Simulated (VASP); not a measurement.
A run of VASP 6.6.1 is set up as follows.

Contents of INCAR:

```
PREC = Accurate
ENCUT = 520
EDIFF = 1E-6
ISMEAR = 0
SIGMA = 0.1
LREAL = F
LASPH = T
NELM = 80
ALGO = Fast
ISIF = 2
LWAVE = F
LCHARG = F
GGA = PE
NBANDS = 12
ISYM = 0
```

The input KPOINTS:

```
Automatic mesh
0
Gamma
  13 13 15
```

File POSCAR:

```
Ti
1.0
    2.8741561381      0.0000000000      0.0000000000
   -0.9580520460      2.7097803940      0.0000000000
    0.9580520460      1.3548901970      2.2494165829
Ti
1
Direct
    0.0000000000      0.0000000000      0.0000000000
```

Potentials or basis: VASP PAW PBE potentials, release 64 (Ti_sv).

Launch:

```bash
$ cat potpaw_PBE.64/Ti_sv/POTCAR > POTCAR
$ mpirun -np 1 vasp_std > vasp.out
```

What does it give for the pressure?

-1.9 GPa.

Predict the band gap on the k mesh.

zero (bands 6 and 7 overlap by 1.48 eV).

Stress tensor (GPa, compression positive):
```
-2.88  0.93 -0.02
 0.93 -2.22 -0.03
-0.02 -0.03 -0.59
```
